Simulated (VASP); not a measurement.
# Ta12Si: single point with LDA

System: Ta12Si, a slab with vacuum.

```
CELL_PARAMETERS angstrom
5.63410 0.00000 0.00000
-1.87803 5.31188 0.00000
0.00000 0.00000 19.94442
ATOMIC_POSITIONS crystal
Ta 0.25000 0.25000 0.20056
Ta 0.25000 0.75000 0.20056
Ta 0.75000 0.25000 0.20056
Ta 0.75000 0.75000 0.20056
Ta 0.00000 0.00000 0.31198
Ta 0.00000 0.50000 0.31198
Ta 0.50000 0.00000 0.31198
Ta 0.50000 0.50000 0.31198
Ta 0.24342 0.23014 0.41867
Ta 0.24692 0.72410 0.42847
Ta 0.74975 0.24760 0.42728
Ta 0.74872 0.74556 0.42854
Si 0.25000 0.33333 0.53506
```

```
Program                : VASP 6.6.1
Task                   : single point
Functional             : LDA
Potentials or basis    : VASP PAW LDA potentials, release 64 (Ta_pv, Si)
Cutoff                 : 520 eV
k mesh                 : 5 × 5 × 1
Occupations            : gaussian, width 0.1 eV
Spin                   : no spin polarisation
Dipole correction      : yes
Further INCAR settings : ALGO = Normal; EDIFF = 1e-06; NBANDS = 80
```

| Item | Value |
| --- | --- |
| Largest force | 0.791 eV/Å |
| Band gap on the k mesh | zero (bands 68 and 69 overlap by 0.75 eV) |

Forces in eV/Å, atoms in the order of the input:
```
Ta   0.093 -0.004  0.006
Ta  -0.036 -0.025  0.017
Ta  -0.063  0.070  0.057
Ta   0.026  0.025  0.080
Ta  -0.376 -0.584 -0.378
Ta  -0.045 -0.081  0.113
Ta   0.228 -0.228  0.131
Ta   0.258  0.303 -0.205
Ta   0.006 -0.002  0.024
Ta  -0.001  0.008  0.039
Ta  -0.002 -0.006  0.041
Ta   0.000  0.001  0.044
Si  -0.087  0.523  0.030
```

Levels at points of the mesh, in eV from the Fermi level:
```tsv
k point	band 66	band 67	band 68	band 69	band 70	band 71
(0.00, 0.00, 0.00)	0.01	0.14	0.49	0.69	0.92	1.05
```

It took 26 min on 1 thread of Intel(R) Xeon(R) Platinum 8488C (Sapphire Rapids), with other jobs on the host, peak memory 0.68 GiB.

Caveat: spin-orbit coupling is left out, which moves the levels of the heavy elements.
